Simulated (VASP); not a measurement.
A run of VASP 6.6.1 is set up as follows.

File POSCAR:

```
Si
1.0
    5.4310000000      0.0000000000      0.0000000000
    0.0000000000      5.4310000000      0.0000000000
    0.0000000000      0.0000000000      5.4310000000
Si
8
Direct
    0.9967562700      0.9935711500      0.0027791300
    0.2421273500      0.2506606900      0.2475269500
    0.9918615200      0.5001369100      0.4914839900
    0.2487782300      0.7420798300      0.7424638700
    0.4986101900      0.0060182700      0.4930731300
    0.7449040500      0.2523464000      0.7582435800
    0.5014196800      0.4980976000      0.0087692000
    0.7416513100      0.7566004100      0.2461261100
```

INCAR.step1

```
PREC     = Accurate       # precision mode
ENCUT    = 520            # plane-wave cutoff, eV
EDIFF    = 1E-5           # SCF threshold, eV
ISMEAR   = 0              # smearing method
SIGMA    = 0.01           # smearing width, eV
LREAL    = False          # projectors in reciprocal space
LASPH    = True           # aspherical terms in the spheres
NELM     = 60             # most SCF steps
ALGO     = Normal         # electronic algorithm
ISIF     = 2              # what is computed and relaxed
LWAVE    = True           # write WAVECAR
GGA      = PE             # functional
NBANDS   = 26             # bands
```

INCAR.step2

```
PREC     = Accurate       # precision mode
ENCUT    = 520            # plane-wave cutoff, eV
EDIFF    = 1E-6           # SCF threshold, eV
ISMEAR   = 0              # smearing method
SIGMA    = 0.01           # smearing width, eV
LREAL    = False          # projectors in reciprocal space
LASPH    = True           # aspherical terms in the spheres
NELM     = 60             # most SCF steps
ALGO     = Normal         # electronic algorithm
ISIF     = 2              # what is computed and relaxed
LWAVE    = False          # write WAVECAR
LCHARG   = True           # write CHGCAR
GGA      = PE             # functional
LHFCALC  = True           # exact exchange
HFSCREEN = 0.2079         # screening, 1/A
PRECFOCK = Fast         
LELF     = True           # ELF
LVHAR    = True         
ISTART   = 1            
NBANDS   = 26             # bands
```

The input KPOINTS:

```
regular mesh
0
Gamma
  3 3 3
```

Potentials or basis: VASP PAW PBE potentials, release 64 (Si).

The run is started by

```bash
$ cat potpaw_PBE.64/Si/POTCAR > POTCAR
$ cp INCAR.step1 INCAR
$ mpirun -np 1 vasp_std > vasp.out
$ cp INCAR.step2 INCAR
$ mpirun -np 1 vasp_std > vasp.out
```

Q: Estimate the largest force.

A: 0.939 eV/Å.

Q: What does it give for the pressure?

A: 0.3 GPa.

Q: What does it give for the band gap on the k mesh?

A: 0.98 eV.

Stress tensor (GPa, compression positive):
```
 0.36  0.10 -0.31
 0.10  0.35  0.64
-0.31  0.64  0.21
```

Caveat: the PAW data sets were made with another functional, which shifts forces and pressure a little; an odd mesh through Γ misses points on the zone boundary, where band edges can lie.
